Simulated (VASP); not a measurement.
Wanted: the native input for a VASP 6.6.1 run.

* Task: single point
* Functional: PBE
* Potentials or basis: VASP PAW PBE potentials, release 64 (Ca_sv)
* Cutoff: 520 eV
* k mesh: 12 × 12 × 4
* Occupations: gaussian, width 0.1 eV
* Spin: no spin polarisation
* Dipole correction: no
* Further INCAR settings: ALGO = Normal; EDIFF = 1e-07; NBANDS = 28

The structure of Ca lies in POSCAR:

```
Ca
1.0
    3.9022103283      0.0000000000      0.0000000000
   -1.9511051641      3.3794132753      0.0000000000
    0.0000000000      0.0000000000     12.8085390245
Ca
4
Direct
    0.0000000000      0.0000000000      0.0000000000
    0.3333333333      0.6666666667      0.2500000000
    0.0000000000      0.0000000000      0.5000000000
    0.6666666667      0.3333333333      0.7500000000
```

This isn't the form of Ca at room conditions, which is fcc.

The input as run:

INCAR

```
SYSTEM = Ca
PREC = Accurate
ENCUT = 520
EDIFF = 1E-7
ISMEAR = 0
SIGMA = 0.1
LREAL = .False.
LASPH = .True.
NELM = 60
ALGO = Normal
ISIF = 2
LWAVE = .False.
LCHARG = .False.
GGA = PE
NBANDS = 28
```

KPOINTS

```
regular mesh
0
Gamma
  12 12 4
  0 0 0
```

Potentials or basis: VASP PAW PBE potentials, release 64 (Ca_sv).

The run is started by

```bash
$ cat potpaw_PBE.64/Ca_sv/POTCAR > POTCAR
$ mpirun -np 1 vasp_std > vasp.out
```

It gave:

- Pressure: 0.0 GPa
- Band gap on the k mesh: zero (bands 20 and 21 overlap by 0.46 eV)

Wall time 2.4 min on 1 thread of Intel(R) Xeon(R) 6975P-C (Granite Rapids) (shared host), peak memory 0.39 GiB.
